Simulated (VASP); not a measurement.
La: single point with PBEsol

The system is La.

```
La
1.0
     3.23258    0.00000    0.00000
     0.00000    3.23258    0.00000
     0.00000    0.00000    3.23258
La
1
Direct
  0.00000 0.00000 0.00000
```

This isn't the form of La at room conditions, which is double hcp.

```
Program                : VASP 6.6.1
Task                   : single point
Functional             : PBEsol
Potentials or basis    : VASP PAW PBE potentials, release 64 (La)
Cutoff                 : 520 eV
k mesh                 : 10 × 10 × 10
Occupations            : fermi-dirac, width 0.136057 eV
Spin                   : no spin polarisation
Dipole correction      : no
Further INCAR settings : ALGO = Normal; EDIFF = 1e-07; NBANDS = 12
```

```yaml
Pressure: -0.2 GPa
Band_gap_on_the_k_mesh: zero (an odd number of electrons rules out a gap without spin polarisation)
```

Levels at points of the mesh, in eV from the Fermi level:
```tsv
k point	band 2	band 3	band 4	band 5	band 6	band 7	band 8	band 9
(0.00, 0.00, 0.00)	-15.46	-15.46	-15.46	-2.81	-1.27	-1.27	2.12	2.12
(0.50, 0.00, 0.00)	-17.83	-15.21	-15.21	-0.53	-0.35	1.01	1.52	2.27
(0.50, 0.50, 0.00)	-17.45	-17.45	-14.97	-2.74	0.68	1.59	1.59	2.25
(0.50, 0.50, 0.50)	-17.10	-17.10	-17.10	-1.29	-1.29	-1.29	1.24	2.24
```

Wall time 36 s on 1 thread of Intel Xeon 8259CL, on a shared host, peak memory 0.16 GiB.

Caveat: the PAW data sets were made with another functional, which shifts forces and pressure a little; spin-orbit coupling is left out, which moves the levels of the heavy elements.
